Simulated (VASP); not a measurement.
# Rh (P6_3/mmc) in VASP: notebook

Rh is run at these levels: PBEsol; tasks: relaxation of shape and atoms at fixed volume, single point.

Everything below comes from runs of VASP 6.6.1. Logs are shortened: lines on timing, memory, paths and dates and some standing lists are left out, and cuts for length are marked.

## (1) The cell of the first run

Symmetry: P6_3/mmc, No. 194, hexagonal system. Conventional cell: a = 2.728 Å, b = 2.728 Å, c = 8.898 Å, α = 90.00°, β = 90.00°, γ = 120.00°. Rh (site symmetry -3m) has 12 Rh at 2.73 Å within 3.6 Å. Within 3.6 Å of Rh (site symmetry -6m2) lie 12 Rh at 2.73 Å.

## (2) Relaxation of shape and atoms at fixed volume, PBEsol (volume scaled by 1.06)

The input, INCAR:

```
SYSTEM = Rh
PREC = Accurate ; ENCUT = 500
EDIFF = 1E-7 ; ISMEAR = 0
SIGMA = 0.1 ; LREAL = .FALSE.
LASPH = .TRUE. ; NELM = 120
ALGO = Normal ; ISIF = 4
LWAVE = .FALSE. ; LCHARG = .FALSE.
GGA = PS ; IBRION = 2
NSW = 50 ; EDIFFG = -0.01
GGA_COMPAT = .FALSE. ; NELMIN = 4
```

The input, KPOINTS:

```
Automatic mesh
0
G
  18 18 6
  0 0 0
```

The input, POSCAR:

```
Rh
1.0
    2.7279039924      0.0000000000      0.0000000000
   -1.3639519962      2.3624341565      0.0000000000
    0.0000000000      0.0000000000      8.8983025956
Rh
4
Direct
    0.0000000000      0.0000000000      0.0000000000
    0.3333333333      0.6666666667      0.2500000000
    0.0000000000      0.0000000000      0.5000000000
    0.6666666667      0.3333333333      0.7500000000
```

Potentials or basis: VASP PAW PBE potentials, release 64 (Rh_pv).

Launch:

```console
cat potpaw_PBE.64/Rh_pv/POTCAR > POTCAR
mpirun -np 1 vasp_std > vasp.out
```

OUTCAR:

```text
SYSTEM = Rh
   PREC = Accurate
   ENCUT = 500
   EDIFF = 1E-7
   ISMEAR = 0
   LREAL = .FALSE.
   LASPH = .TRUE.
   NELM = 120
   ISIF = 4
   GGA = PS
   IBRION = 2
   NSW = 50
   EDIFFG = -0.01
   NELMIN = 4

 ion  position               nearest neighbor table
   1  0.000  0.000  0.000-   2 2.73   4 2.73   2 2.73   4 2.73   4 2.73   2 2.73
   2  0.333  0.667  0.250-   1 2.73   3 2.73   1 2.73   3 2.73   1 2.73   3 2.73
   3  0.000  0.000  0.500-   2 2.73   4 2.73   2 2.73   4 2.73   4 2.73   2 2.73
   4  0.667  0.333  0.750-   1 2.73   3 2.73   1 2.73   3 2.73   1 2.73   3 2.73

  LATTYP: Found a hexagonal cell.
 ALAT       =     2.7279039924
 C/A-ratio  =     3.2619559267

  Lattice vectors:

 A1 = (   2.7279039924,   0.0000000000,   0.0000000000)
 A2 = (  -1.3639519962,   2.3624341565,   0.0000000000)
 A3 = (   0.0000000000,   0.0000000000,   8.8983025956)

Analysis of symmetry for initial positions (statically):
=====================================================================
 Subroutine PRICEL returns:
 Original cell was already a primitive cell.

 Routine SETGRP: Setting up the symmetry group for a
 hexagonal supercell.

 Subroutine GETGRP returns: Found 24 space group operations
 (whereof 12 operations were pure point group operations)
 out of a pool of 24 trial point group operations.

The static configuration has the point symmetry D_3d.
 The point group associated with its full space group is D_6h.

Analysis of symmetry for dynamics (positions and initial velocities):
=====================================================================
 Subroutine PRICEL returns:
 Original cell was already a primitive cell.

 Routine SETGRP: Setting up the symmetry group for a
 hexagonal supercell.

 Subroutine GETGRP returns: Found 24 space group operations
 (whereof 12 operations were pure point group operations)
 out of a pool of 24 trial point group operations.

The dynamic configuration has the point symmetry D_3d.
 The point group associated with its full space group is D_6h.

 Subroutine INISYM returns: Found 24 space group operations
 (whereof 12 operations are pure point group operations),
 and found     1 'primitive' translations

----------------------------------------------------------------------------------------

                                     Primitive cell

  volume of cell :      57.3451

  direct lattice vectors                    reciprocal lattice vectors
     2.727903992  0.000000000  0.000000000     0.366581816  0.211646110  0.000000000
    -1.363951996  2.362434156  0.000000000     0.000000000  0.423292221  0.000000000
     0.000000000  0.000000000  8.898302596     0.000000000  0.000000000  0.112380984

  length of vectors
     2.727903992  2.727903992  8.898302596     0.423292221  0.423292221  0.112380984

  position of ions in fractional coordinates (direct lattice)
     0.000000000  0.000000000  0.000000000
     0.333333333  0.666666667  0.250000000
     0.000000000  0.000000000  0.500000000
     0.666666667  0.333333333  0.750000000

  ion indices of the primitive-cell ions
   primitive index   ion index
                 1           1
                 2           2
                 3           3
                 4           4

----------------------------------------------------------------------------------------

 KPOINTS: Automatic mesh

Automatic generation of k-mesh.
 Grid dimensions read from file:
 generate k-points for:   18   18    6

 Generating k-lattice:

  Cartesian coordinates                     Fractional coordinates (reciprocal lattice)
     0.020365656  0.011758117  0.000000000     0.055555556  0.000000000  0.000000000
     0.000000000  0.023516234  0.000000000     0.000000000  0.055555556  0.000000000
     0.000000000  0.000000000  0.018730164     0.000000000  0.000000000  0.166666667

  Length of vectors
     0.023516234  0.023516234  0.018730164

  Shift w.r.t. Gamma in fractional coordinates (k-lattice)
     0.000000000  0.000000000  0.000000000

 Subroutine IBZKPT returns following result:
 ===========================================

 Found    148 irreducible k-points:

 Following reciprocal coordinates:
            Coordinates               Weight
  0.000000  0.000000  0.000000      1.000000
  0.055556 -0.000000  0.000000      6.000000
  0.111111 -0.000000  0.000000      6.000000
  0.166667 -0.000000  0.000000      6.000000
  0.222222  0.000000  0.000000      6.000000
  0.277778 -0.000000  0.000000      6.000000
[... 16 lines left out ...]
  0.333333  0.111111  0.000000     12.000000
  0.388889  0.111111  0.000000     12.000000
 [... further k-points ...]
   k-points           NKPTS =    148   k-points in BZ     NKDIM =    148   number of bands    NBANDS=     36
   number of dos      NEDOS =    301   number of ions     NIONS =      4
   total plane-waves  NPLWV =  28000
   dimension x,y,z NGX =    20 NGY =   20 NGZ =   70
   dimension x,y,z NGXF=    40 NGYF=   40 NGZF=  140
   ions per type =               4
   NGX,Y,Z   is equivalent  to a cutoff of  12.19, 12.19, 13.08 a.u.
   NGXF,Y,Z  is equivalent  to a cutoff of  24.38, 24.38, 26.16 a.u.
 SYSTEM =  Rh
   PREC   = accura    normal or accurate (medium, high low for compatibility)
   ISTART =      0    job   : 0-new  1-cont  2-samecut
   ICHARG =      2    charge: 1-file 2-atom 10-const
   ISPIN  =      1    spin polarized calculation?
   LNONCOLLINEAR =      F non collinear calculations
   LSORBIT =      F    spin-orbit coupling
   LASPH  =      T    aspherical Exc in radial PAW
   ENCUT  =  500.0 eV  36.75 Ry    6.06 a.u.   4.97  4.97 16.22*2*pi/ulx,y,z
   NELM   =    120;   NELMIN=  4; NELMDL= -5     # of ELM steps
   EDIFF  = 0.1E-06   stopping-criterion for ELM
   LREAL  =      F    real-space projection
   EDIFFG = -.1E-01   stopping-criterion for IOM
   NSW    =     50    number of steps for IOM
   IBRION =      2    ionic relax: 0-MD 1-quasi-New 2-CG
   NFREE  =      1    steps in history (QN), initial steepest desc. (CG)
   ISIF   =      4    stress and relaxation
   ISYM   =      2    0-nonsym 1-usesym 2-fastsym
   POTIM  = 0.5000    time-step for ionic-motion
   TEBEG  =    0.0;   TEEND  =   0.0 temperature during run
   PSTRESS=    0.0 pullay stress
   NELECT =      60.0000    total number of electrons
   NUPDOWN=      -1.0000    fix difference up-down
   EMIN   =  10.00;   EMAX   =-10.00  energy-range for DOS
   EFERMI =   0.00;   METHOD = LEGACY
   ISMEAR =     0;   SIGMA  =   0.10  broadening in eV -4-tet -1-fermi 0-gaus
   EFERMI_NEDOS =   21; number of points for ismear=-14 and -15
   IALGO  =     38    algorithm
   IMIX   =      4    mixing-type and parameters
     AMIX     =   0.40;   BMIX     =  1.00
     AMIX_MAG =   1.60;   BMIX_MAG =  1.00
  volume/ion in A,a.u.               =      14.34        96.75
  Fermi-wavevector in a.u.,A,eV,Ry     =   1.661983  3.140693 37.581845  2.762188
  Thomas-Fermi vector in A             =   2.748952
   LORBIT       =      0    0 simple, 1 ext, 2 COOP (PROOUT), +10 PAW based schemes
   GGA     = PS    functional components
   LHFCALC =     F    Hartree Fock is set to
   AEXX    =    0.0000 exact exchange contribution
   IVDW    =     0    specifies the selected vdW correction
   LEPSILON=     F    determine dielectric tensor
   LRPA    =     F    only Hartree local field effects (RPA)
 conjugate gradient relaxation of ions
 non-spin polarized calculation
 Gauss-broadening in eV      SIGMA  =   0.10
  energy-cutoff  :      500.00
  volume of cell :       57.35
 maximum number of plane-waves:      1493
 NGX is ok and might be reduce to    20
   NGX =  9   NGY =  9   NGZ = 33

 number of electron      59.9999997 magnetization

 Free energy of the ion-electron system (eV)
  ---------------------------------------------------
  ext. energy  EPLUGINS =         0.00000000
  ---------------------------------------------------
  free energy    TOTEN  =       -32.32752261 eV

  energy without entropy =      -32.29653661  energy(sigma->0) =      -32.31202961

 E-fermi :  11.0298     XC(G=0): -13.9498

 val. band max:       11.0233728046   @ k =   0.2222   0.1667   0.3333
 cond. band min:      11.0348051233   @ k =   0.1667   0.1111   0.3333
 fundamental gap:      0.0114323187
 Fermi energy:        11.0297564219

 k-point     1 :       0.0000    0.0000    0.0000
  band No.  band energies     occupation
      1     -35.8946      2.00000
      2     -35.5842      2.00000
      3     -35.5771      2.00000
      4     -35.3462      2.00000
      5     -35.3462      2.00000
      6     -35.3116      2.00000
[... 28 lines left out ...]
     35      11.4227      0.00000
     36      11.7130      0.00000

 k-point     2 :       0.0556   -0.0000    0.0000
  band No.  band energies     occupation
      1     -35.8883      2.00000
      2     -35.5856      2.00000
      3     -35.5790      2.00000
      4     -35.3608      2.00000
      5     -35.3509      2.00000
      6     -35.3226      2.00000
[... 28 lines left out ...]
     35      11.4349      0.00000
     36      12.6683      0.00000

 k-point     3 :       0.1111   -0.0000    0.0000
  band No.  band energies     occupation
      1     -35.8701      2.00000
      2     -35.5914      2.00000
      3     -35.5866      2.00000
      4     -35.4019      2.00000
      5     -35.3642      2.00000
      6     -35.3535      2.00000
[... 28 lines left out ...]
     35      11.4696      0.00000
     36      13.8409      0.00000
[... 742 lines left out ...]
 k-point    23 :       0.3333    0.1111    0.0000
  band No.  band energies     occupation
      1     -35.8249      2.00000
      2     -35.8029      2.00000
      3     -35.7296      2.00000
      4     -35.6982      2.00000
      5     -35.6383      2.00000
      6     -35.5068      2.00000
[... 28 lines left out ...]
     35      13.6348      0.00000
     36      18.8239      0.00000

 k-point    24 :       0.3889    0.1111    0.0000
  band No.  band energies     occupation
      1     -35.8590      2.00000
      2     -35.8325      2.00000
      3     -35.7644      2.00000
      4     -35.7300      2.00000
      5     -35.5911      2.00000
      6     -35.5191      2.00000
[... 28 lines left out ...]
     35      14.6212      0.00000
     36      17.2955      0.00000

 [... further k-points ...]
[... 5 lines left out ...]
  --------------------------------------------------------------------------------------
  -------------------------------------------------------------------------------------
  Total       -5.2587794     -5.2587794     -5.3145331      0.0000000      0.0000000      0.0000000
  in kB     -146.9263098   -146.9263098   -148.4840270      0.0000000      0.0000000      0.0000000
  external PRESSURE =    -147.4455488 kB  Pullay stress =       0.0000000 kB

 VOLUME and BASIS-vectors are now :
 -----------------------------------------------------------------------------
  energy-cutoff  :      500.00
  volume of cell :       57.35
      direct lattice vectors                 reciprocal lattice vectors
     2.727903992  0.000000000  0.000000000     0.366581816  0.211646110  0.000000000
    -1.363951996  2.362434156  0.000000000     0.000000000  0.423292221  0.000000000
     0.000000000  0.000000000  8.898302596     0.000000000  0.000000000  0.112380984

 POSITION                                       TOTAL-FORCE (eV/Angst)
 -----------------------------------------------------------------------------------
      0.00000      0.00000      0.00000         0.000000      0.000000     -0.000000
     -0.00000      1.57496      2.22458        -0.000000     -0.000000     -0.000000
      0.00000      0.00000      4.44915         0.000000      0.000000     -0.000000
      1.36395      0.78748      6.67373         0.000000      0.000000      0.000000
 -----------------------------------------------------------------------------------
    total drift:                                0.000000     -0.000000      0.000000

  FREE ENERGIE OF THE ION-ELECTRON SYSTEM (eV)
  ---------------------------------------------------
  free  energy   TOTEN  =       -32.3275226067 eV

  energy  without entropy=      -32.2965366081  energy(sigma->0) =      -32.31202961

 reached required accuracy - stopping structural energy minimisation
```

Run time: 1.9 min. Hardware: 1 thread of Intel Xeon 6975P-C (Granite Rapids), shared host; peak memory 0.31 GiB.

What came out:

| Item | Value |
| --- | --- |
| Free energy | -32.3275 eV |
| Pressure after relaxing | -14.7 GPa |
| Band gap on the k mesh | zero (band 30 reaches 11.79 eV, above the bottom of band 31 at 9.92 eV) |

Stress tensor (GPa, compression positive):
```
-14.69   0.00   0.00
  0.00 -14.69   0.00
  0.00   0.00 -14.85
```

Final structure:
```
Rh
1.0
     2.72790    0.00000    0.00000
    -1.36395    2.36243    0.00000
     0.00000    0.00000    8.89830
Rh
4
Direct
  0.00000 0.00000 0.00000
  0.33333 0.66667 0.25000
  0.00000 0.00000 0.50000
  0.66667 0.33333 0.75000
```

Caveat: the relaxation stopped at its first step, so nothing moved; the PAW data sets were made with another functional, which shifts forces and pressure a little.

[end of part 1 of 2]
